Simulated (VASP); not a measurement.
Write the native input for VASP 6.6.1 that does the following.

- Task: single point
- Functional: LDA
- Potentials or basis: VASP PAW LDA potentials, release 64 (Ge_d)
- Cutoff: 520 eV
- k mesh: 11 × 11 × 11
- Occupations: fermi-dirac, width 0.05 eV
- Spin: no spin polarisation
- Dipole correction: no
- Further INCAR settings: ALGO = Normal; EDIFF = 1e-07; NBANDS = 21

The structure of Ge lies in POSCAR:

```
Ge
1.0
   -2.5572107439      2.5572107439      1.3880337523
    2.5572107439     -2.5572107439      1.3880337523
    2.5572107439      2.5572107439     -1.3880337523
Ge
2
Direct
    0.5000000000      0.5000000000      0.0000000000
    0.2500000000      0.7500000000      0.5000000000
```

This cell differs from its parent crystal: volume scaled by 0.98.

The input as run:

INCAR

```
SYSTEM = Ge
  PREC = Accurate
  ENCUT = 520
  EDIFF = 1E-7
  ISMEAR = -1
  SIGMA = 0.05
  LREAL = .FALSE.
  LASPH = .TRUE.
  NELM = 80
  ALGO = Normal
  ISIF = 2
  LWAVE = .FALSE.
  LCHARG = .FALSE.
  GGA = CA
  NBANDS = 21
```

KPOINTS

```
regular mesh
0
G
  11 11 11
  0 0 0
```

Potentials or basis: VASP PAW LDA potentials, release 64 (Ge_d).

Run with:

```bash
$ cat potpaw_LDA.64/Ge_d/POTCAR > POTCAR
$ mpirun -np 1 vasp_std > vasp.out
```

It gave:

| Quantity | Value |
| --- | --- |
| Pressure | -0.9 GPa |
| Band gap on the k mesh | zero (band 14 reaches 8.50 eV, above the bottom of band 15 at 3.72 eV) |

Run time: 42 s on 1 thread of AMD EPYC 9R45 96-Core Processor (Zen 5), on a shared host, peak memory 0.17 GiB.
